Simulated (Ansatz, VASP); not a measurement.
Nb: VASP beside Ansatz

The input INCAR:

```
SYSTEM = Nb
PREC = Accurate
ENCUT = 520
EDIFF = 1E-7
ISMEAR = -1
SIGMA = 0.05
LREAL = .FALSE.
LASPH = .TRUE.
NELM = 60
ALGO = Normal
ISIF = 2
LWAVE = .FALSE.
LCHARG = .FALSE.
GGA = PE
NBANDS = 26
```

Contents of KPOINTS:

```
regular mesh
0
G
  9 9 12
  0 0 0
```

The input POSCAR:

```
Nb
1.0
    4.2639340662      0.0000000000      0.0000000000
   -2.1319670331      3.6926752214      0.0000000000
    0.0000000000      0.0000000000      2.3956344707
Nb
3
Direct
    0.0000000000      0.0000000000      0.0000000000
    0.3333333333      0.6666666667      0.5000000000
    0.6666666667      0.3333333333      0.5000000000
```

Input for Ansatz:

```yaml
crystal:
  lattice:
    - [4.2639340662, 0.0, 0.0]
    - [-2.1319670331, 3.6926752214, 0.0]
    - [0.0, 0.0, 2.3956344707]
  atoms:
    - { symbol: Nb, position: [0.0, 0.0, 0.0] }
    - { symbol: Nb, position: [0.3333333333, 0.6666666667, 0.5] }
    - { symbol: Nb, position: [0.6666666667, 0.3333333333, 0.5] }
kpoints:
  mp_grid: { grid: [9, 9, 12] }
scf:
  occupations: { method: fermi_dirac, width: 0.05 }
hamiltonian:
  xc: pbe
  pseudopotentials: { kind: all_electron, lapw: { basis_error: 0.001 } }
output:
  forces: true
  stress: true
  eigenvalues: true
  populations: true
```

Change from the starting cell: volume scaled by 0.68, LAPW.

Alike in both runs: task single point; functional PBE; k mesh 9 × 9 × 12; occupations fermi-dirac, width 0.05 eV; no spin polarisation.

|  | VASP | Ansatz |
| --- | --- | --- |
| version | VASP 6.6.1 | Ansatz 0.2.0 |
| potentials or method | VASP PAW PBE potentials, release 64 (Nb_sv), cutoff 520 eV | all-electron LAPW, scalar-relativistic |

Ansatz gave:

```
pressure (GPa)                                                : 130.0
traceless stress, the component that is largest in VASP (GPa) : -0.07
```

**Question.** Estimate VASP's values.

**Answer.** Pressure (GPa): 129.6; traceless stress, the component that is largest in VASP (GPa): 0.20.

Both programs put the cell under a high pressure, so it lies far from rest at this level. Ansatz ran all-electron here, and VASP with PAW potentials.

Noted on VASP's run: the cell as given lies far from equilibrium.
